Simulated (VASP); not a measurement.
Input of a VASP 6.6.1 run:

INCAR

```
ALGO = Normal
EDIFF = 1E-6
EDIFFG = -0.04
ENCUT = 600
GGA = PE
IBRION = 2
ISIF = 3
ISMEAR = 0
LASPH = True
LCHARG = False
LREAL = False
LWAVE = False
NELM = 80
NSW = 90
PREC = Accurate
SIGMA = 0.1
```

Contents of KPOINTS:

```
k-points
0
Gamma
  6 6 4
```

POSCAR

```
TeP2
1.0
    4.2208014400      0.0000000000      0.0000000000
   -2.1104007200      3.6553212700      0.0000000000
    0.0000000000      0.0000000000      4.5488541900
Te P
1 2
Direct
    0.0000000000      0.0000000000      0.0000000000
    0.3333333300      0.6666666700      0.5000000000
    0.6666666700      0.3333333300      0.5000000000
```

Potentials or basis: VASP PAW PBE potentials, release 64 (Te, P).

Launch:

```bash
$ cat potpaw_PBE.64/Te/POTCAR potpaw_PBE.64/P/POTCAR > POTCAR
$ mpirun -np 1 vasp_std > vasp.out
```

Estimate the relaxed cell.

a = 4.147 Å, b = 4.147 Å, c = 4.099 Å, α = 90.00°, β = 90.00°, γ = 120.00°.

What does it give for the relaxed volume?

20.35 Å³/atom.

Estimate the band gap on the k mesh.

zero (band 8 reaches 9.12 eV, above the bottom of band 9 at 6.54 eV).

Predict the space group after relaxing (to 0.05 Å).

P6/mmm (No. 191).

Stress tensor (GPa, compression positive):
```
 0.01  0.00  0.00
 0.00  0.01  0.00
 0.00  0.00 -0.06
```

Caveat: spin-orbit coupling is left out, which moves the levels of the heavy elements.
